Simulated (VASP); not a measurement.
# Ca (Im-3m) in VASP: further runs

The runs below take Ca through single point, with PBE.

Program: VASP 6.6.1. These are calculated values, not measurements. Logs are shortened: lines on timing, memory, paths and dates and some standing lists are left out, and cuts for length are marked.

**1. The cell of the first run**

It takes space group Im-3m (No. 229, cubic). The conventional cell has a = 4.389 Å, b = 4.389 Å, c = 4.389 Å, α = 90.00°, β = 90.00°, γ = 90.00°. Ca (site symmetry m-3m) has 14 Ca at 3.80 to 4.39 Å within 5.0 Å.

This isn't the form of Ca at room conditions, which is fcc.

**2. Single point, PBE (42.28 Å³/atom)**

File INCAR:

```
SYSTEM = Ca
ALGO = Normal ; EDIFF = 1E-7
ENCUT = 520 ; GGA = PE
ISIF = 2 ; ISMEAR = -1
LASPH = .TRUE. ; LCHARG = .FALSE.
LREAL = .FALSE. ; LWAVE = .FALSE.
NBANDS = 11 ; NELM = 80
PREC = Accurate ; SIGMA = 0.05
```

File KPOINTS:

```
k-points
0
G
  10 10 10
  0 0 0
```

File POSCAR:

```
Ca
1.0
   -2.1946618700      2.1946618700      2.1946618700
    2.1946618700     -2.1946618700      2.1946618700
    2.1946618700      2.1946618700     -2.1946618700
Ca
1
Direct
    0.0000000000      0.0000000000      0.0000000000
```

Potentials or basis: VASP PAW PBE potentials, release 64 (Ca_sv).

On the command line:

```
cat potpaw_PBE.64/Ca_sv/POTCAR > POTCAR
mpirun -np 1 vasp_std > vasp.out
```

OUTCAR:

```text
SYSTEM = Ca
   EDIFF = 1E-7
   ENCUT = 520
   GGA = PE
   ISIF = 2
   ISMEAR = -1
   LASPH = .TRUE.
   LREAL = .FALSE.
   NELM = 80
   PREC = Accurate

 ion  position               nearest neighbor table
   1  0.000  0.000  0.000-

  LATTYP: Found a body centered cubic cell.
 ALAT       =     4.3893237400

  Lattice vectors:

 A1 = (  -2.1946618700,   2.1946618700,   2.1946618700)
 A2 = (   2.1946618700,  -2.1946618700,   2.1946618700)
 A3 = (   2.1946618700,   2.1946618700,  -2.1946618700)

Analysis of symmetry for initial positions (statically):
=====================================================================
 Subroutine PRICEL returns:
 Original cell was already a primitive cell.

 Routine SETGRP: Setting up the symmetry group for a
 body centered cubic supercell.

 Subroutine GETGRP returns: Found 48 space group operations
 (whereof 48 operations were pure point group operations)
 out of a pool of 48 trial point group operations.

The static configuration has the point symmetry O_h .

Analysis of symmetry for dynamics (positions and initial velocities):
=====================================================================
 Subroutine PRICEL returns:
 Original cell was already a primitive cell.

 Routine SETGRP: Setting up the symmetry group for a
 body centered cubic supercell.

 Subroutine GETGRP returns: Found 48 space group operations
 (whereof 48 operations were pure point group operations)
 out of a pool of 48 trial point group operations.

The dynamic configuration has the point symmetry O_h .

 Subroutine INISYM returns: Found 48 space group operations
 (whereof 48 operations are pure point group operations),
 and found     1 'primitive' translations

----------------------------------------------------------------------------------------

                                     Primitive cell

  volume of cell :      42.2827

  direct lattice vectors                    reciprocal lattice vectors
    -2.194661870  2.194661870  2.194661870     0.000000000  0.227825528  0.227825528
     2.194661870 -2.194661870  2.194661870     0.227825528  0.000000000  0.227825528
     2.194661870  2.194661870 -2.194661870     0.227825528  0.227825528  0.000000000

  length of vectors
     3.801265864  3.801265864  3.801265864     0.322193952  0.322193952  0.322193952

  position of ions in fractional coordinates (direct lattice)
     0.000000000  0.000000000  0.000000000

  ion indices of the primitive-cell ions
   primitive index   ion index
                 1           1

----------------------------------------------------------------------------------------

 KPOINTS: k-points

Automatic generation of k-mesh.
 Grid dimensions read from file:
 generate k-points for:   10   10   10

 Generating k-lattice:

  Cartesian coordinates                     Fractional coordinates (reciprocal lattice)
     0.000000000  0.022782553  0.022782553     0.100000000  0.000000000  0.000000000
     0.022782553  0.000000000  0.022782553     0.000000000  0.100000000  0.000000000
     0.022782553  0.022782553  0.000000000     0.000000000  0.000000000  0.100000000

  Length of vectors
     0.032219395  0.032219395  0.032219395

  Shift w.r.t. Gamma in fractional coordinates (k-lattice)
     0.000000000  0.000000000  0.000000000

 Subroutine IBZKPT returns following result:
 ===========================================

 Found     47 irreducible k-points:

 Following reciprocal coordinates:
            Coordinates               Weight
  0.000000  0.000000  0.000000      1.000000
  0.100000  0.000000  0.000000     12.000000
  0.200000  0.000000  0.000000     12.000000
  0.300000  0.000000  0.000000     12.000000
  0.400000  0.000000  0.000000     12.000000
  0.500000  0.000000  0.000000      6.000000
[... 16 lines left out ...]
  0.300000  0.300000  0.100000      8.000000
 -0.300000  0.300000  0.100000     24.000000
 [... further k-points ...]
   k-points           NKPTS =     47   k-points in BZ     NKDIM =     47   number of bands    NBANDS=     11
   number of dos      NEDOS =    301   number of ions     NIONS =      1
   total plane-waves  NPLWV =  21952
   dimension x,y,z NGX =    28 NGY =   28 NGZ =   28
   dimension x,y,z NGXF=    56 NGYF=   56 NGZF=   56
   ions per type =               1
   NGX,Y,Z   is equivalent  to a cutoff of  12.25, 12.25, 12.25 a.u.
   NGXF,Y,Z  is equivalent  to a cutoff of  24.49, 24.49, 24.49 a.u.
 SYSTEM =  Ca
   PREC   = accura    normal or accurate (medium, high low for compatibility)
   ISTART =      0    job   : 0-new  1-cont  2-samecut
   ICHARG =      2    charge: 1-file 2-atom 10-const
   ISPIN  =      1    spin polarized calculation?
   LNONCOLLINEAR =      F non collinear calculations
   LSORBIT =      F    spin-orbit coupling
   LASPH  =      T    aspherical Exc in radial PAW
   ENCUT  =  520.0 eV  38.22 Ry    6.18 a.u.   7.07  7.07  7.07*2*pi/ulx,y,z
   NELM   =     80;   NELMIN=  2; NELMDL= -5     # of ELM steps
   EDIFF  = 0.1E-06   stopping-criterion for ELM
   LREAL  =      F    real-space projection
   EDIFFG = 0.1E-05   stopping-criterion for IOM
   NSW    =      0    number of steps for IOM
   IBRION =     -1    ionic relax: 0-MD 1-quasi-New 2-CG
   NFREE  =      0    steps in history (QN), initial steepest desc. (CG)
   ISIF   =      2    stress and relaxation
   ISYM   =      2    0-nonsym 1-usesym 2-fastsym
   POTIM  = 0.5000    time-step for ionic-motion
   TEBEG  =    0.0;   TEEND  =   0.0 temperature during run
   PSTRESS=    0.0 pullay stress
   NELECT =      10.0000    total number of electrons
   NUPDOWN=      -1.0000    fix difference up-down
   EMIN   =  10.00;   EMAX   =-10.00  energy-range for DOS
   EFERMI =   0.00;   METHOD = LEGACY
   ISMEAR =    -1;   SIGMA  =   0.05  broadening in eV -4-tet -1-fermi 0-gaus
   EFERMI_NEDOS =   21; number of points for ismear=-14 and -15
   IALGO  =     38    algorithm
   IMIX   =      4    mixing-type and parameters
     AMIX     =   0.40;   BMIX     =  1.00
     AMIX_MAG =   1.60;   BMIX_MAG =  1.00
  volume/ion in A,a.u.               =      42.28       285.34
  Fermi-wavevector in a.u.,A,eV,Ry     =   1.012404  1.913166 13.945455  1.024962
  Thomas-Fermi vector in A             =   2.145511
   LORBIT       =      0    0 simple, 1 ext, 2 COOP (PROOUT), +10 PAW based schemes
   GGA     = PE    functional components
   LHFCALC =     F    Hartree Fock is set to
   AEXX    =    0.0000 exact exchange contribution
   IVDW    =     0    specifies the selected vdW correction
   LEPSILON=     F    determine dielectric tensor
   LRPA    =     F    only Hartree local field effects (RPA)
 non-spin polarized calculation
  energy-cutoff  :      520.00
  volume of cell :       42.28
 maximum number of plane-waves:      1157
   NGX = 15   NGY = 15   NGZ = 15

 number of electron      10.0000002 magnetization

 Free energy of the ion-electron system (eV)
  ---------------------------------------------------
  ext. energy  EPLUGINS =         0.00000000
  ---------------------------------------------------
  free energy    TOTEN  =        -1.92101571 eV

  energy without entropy =       -1.90745182  energy(sigma->0) =       -1.91423376

 E-fermi :   2.0117     XC(G=0):  -7.7292

 val. band max:        2.0082461033   @ k =   0.4000   0.1000   0.1000
 cond. band min:       2.0180339970   @ k =   0.4000   0.2000   0.0000
 fundamental gap:      0.0097878936
 Fermi energy:         2.0117085441

 k-point     1 :       0.0000    0.0000    0.0000
  band No.  band energies     occupation
      1     -40.0672      2.00000
      2     -20.9828      2.00000
      3     -20.9828      2.00000
      4     -20.9828      2.00000
      5      -2.0653      2.00000
      6       4.2918      0.00000
      7       4.2918      0.00000
      8       4.2918      0.00000
      9       5.3429      0.00000
     10       5.3429      0.00000
     11      12.1915      0.00000

 k-point     2 :       0.1000    0.0000    0.0000
  band No.  band energies     occupation
      1     -40.0658      2.00000
      2     -20.9963      2.00000
      3     -20.9873      2.00000
      4     -20.9827      2.00000
      5      -1.8851      2.00000
      6       4.1816      0.00000
      7       4.2148      0.00000
      8       4.4275      0.00000
      9       5.2225      0.00000
     10       5.3466      0.00000
     11      11.9342      0.00000

 k-point     3 :       0.2000    0.0000    0.0000
  band No.  band energies     occupation
      1     -40.0621      2.00000
      2     -21.0315      2.00000
      3     -20.9990      2.00000
      4     -20.9827      2.00000
      5      -1.3626      2.00000
      6       3.8472      0.00000
      7       3.9163      0.00000
      8       4.8190      0.00000
      9       5.1313      0.00000
     10       5.3752      0.00000
     11      10.6673      0.00000

 k-point     4 :       0.3000    0.0000    0.0000
  band No.  band energies     occupation
      1     -40.0576      2.00000
      2     -21.0745      2.00000
      3     -21.0135      2.00000
      4     -20.9826      2.00000
      5      -0.5566      2.00000
      6       3.2225      0.00000
      7       3.6246      0.00000
      8       5.2080      0.00000
      9       5.4093      0.00000
     10       5.4532      0.00000
     11       9.0110      0.00000
[... 239 lines left out ...]
 k-point    22 :      -0.2000    0.2000    0.1000
  band No.  band energies     occupation
      1     -40.0608      2.00000
      2     -21.0314      2.00000
      3     -21.0038      2.00000
      4     -20.9937      2.00000
      5      -1.1927      2.00000
      6       3.8980      0.00000
      7       3.9984      0.00000
      8       4.6879      0.00000
      9       4.7887      0.00000
     10       5.5727      0.00000
     11      10.7233      0.00000

 k-point    23 :       0.3000    0.3000    0.1000
  band No.  band energies     occupation
      1     -40.0515      2.00000
      2     -21.0700      2.00000
      3     -21.0700      2.00000
      4     -21.0115      2.00000
      5       2.2120      0.03576
      6       2.2120      0.03576
      7       2.3851      0.00114
      8       5.5914      0.00000
      9       5.5914      0.00000
     10       6.1246      0.00000
     11       7.5117      0.00000

 k-point    24 :      -0.3000    0.3000    0.1000
  band No.  band energies     occupation
      1     -40.0564      2.00000
      2     -21.0726      2.00000
      3     -21.0185      2.00000
      4     -20.9932      2.00000
      5      -0.3990      2.00000
      6       3.2502      0.00000
      7       3.7321      0.00000
      8       4.8074      0.00000
      9       5.3728      0.00000
     10       5.5987      0.00000
     11       9.0357      0.00000

 [... further k-points ...]
[... 5 lines left out ...]
  --------------------------------------------------------------------------------------
  -------------------------------------------------------------------------------------
  Total       -0.0097560     -0.0097560     -0.0097560      0.0000000     -0.0000000      0.0000000
  in kB       -0.3696744     -0.3696744     -0.3696744      0.0000000     -0.0000000      0.0000000
  external PRESSURE =      -0.3696744 kB  Pullay stress =       0.0000000 kB

 VOLUME and BASIS-vectors are now :
 -----------------------------------------------------------------------------
  energy-cutoff  :      520.00
  volume of cell :       42.28
      direct lattice vectors                 reciprocal lattice vectors
    -2.194661870  2.194661870  2.194661870     0.000000000  0.227825528  0.227825528
     2.194661870 -2.194661870  2.194661870     0.227825528  0.000000000  0.227825528
     2.194661870  2.194661870 -2.194661870     0.227825528  0.227825528  0.000000000

 POSITION                                       TOTAL-FORCE (eV/Angst)
 -----------------------------------------------------------------------------------
      0.00000      0.00000      0.00000         0.000000      0.000000      0.000000
 -----------------------------------------------------------------------------------
    total drift:                               -0.000000     -0.000000     -0.000000

  FREE ENERGIE OF THE ION-ELECTRON SYSTEM (eV)
  ---------------------------------------------------
  free  energy   TOTEN  =        -1.9210157057 eV

  energy  without entropy=       -1.9074518239  energy(sigma->0) =       -1.91423376
```

Run time: 22 s. Hardware: 1 thread of Intel Xeon 8259CL, shared host; peak memory 0.16 GiB.

What came out:

```yaml
Free_energy: -1.9210 eV
Pressure: 0.0 GPa
Band_gap_on_the_k_mesh: zero (bands 5 and 6 overlap by 0.24 eV)
```

**3. Single point, PBE (44.06 Å³/atom)**

This run uses another cell than the first one, of 44.06 Å³/atom.

Changes to INCAR since step 2:

```diff
@@ -6,3 +6,3 @@
 LREAL = .FALSE. ; LWAVE = .FALSE.
-NBANDS = 11 ; NELM = 80
+NBANDS = 11 ; NELM = 100
 PREC = Accurate ; SIGMA = 0.05
```

KPOINTS is that of step 2.

File POSCAR:

```
Ca
1.0
   -2.2249659900      2.2249659900      2.2249659900
    2.2249659900     -2.2249659900      2.2249659900
    2.2249659900      2.2249659900     -2.2249659900
Ca
1
Direct
    0.0000000000      0.0000000000      0.0000000000
```

Potentials or basis: VASP PAW PBE potentials, release 64 (Ca_sv).

On the command line:

```
cat potpaw_PBE.64/Ca_sv/POTCAR > POTCAR
mpirun -np 1 vasp_std > vasp.out
```

It took 26 s on 1 thread of Intel Xeon 8259CL, shared host; peak memory 0.17 GiB.

It converged, with:

```
Free energy            : -1.9173 eV
Pressure               : -0.7 GPa
Band gap on the k mesh : zero (bands 5 and 6 overlap by 0.26 eV)
```

Levels at points of the mesh, in eV from the Fermi level:
| k point | band 2 | band 3 | band 4 | band 5 | band 6 | band 7 | band 8 | band 9 |
| --- | --- | --- | --- | --- | --- | --- | --- | --- |
| (0.00, 0.00, 0.00) | -23.10 | -23.10 | -23.10 | -4.00 | 2.22 | 2.22 | 2.22 | 3.23 |
| (0.50, 0.00, 0.00) | -23.22 | -23.14 | -23.10 | -0.89 | -0.07 | 1.31 | 3.12 | 3.48 |
| (0.50, 0.50, 0.50) | -23.19 | -23.19 | -23.19 | 0.08 | 0.08 | 3.74 | 3.74 | 3.74 |

(Continued in part 2 of 2.)

The gap in the log of VASP goes by the Fermi energy; the results here count the filled bands.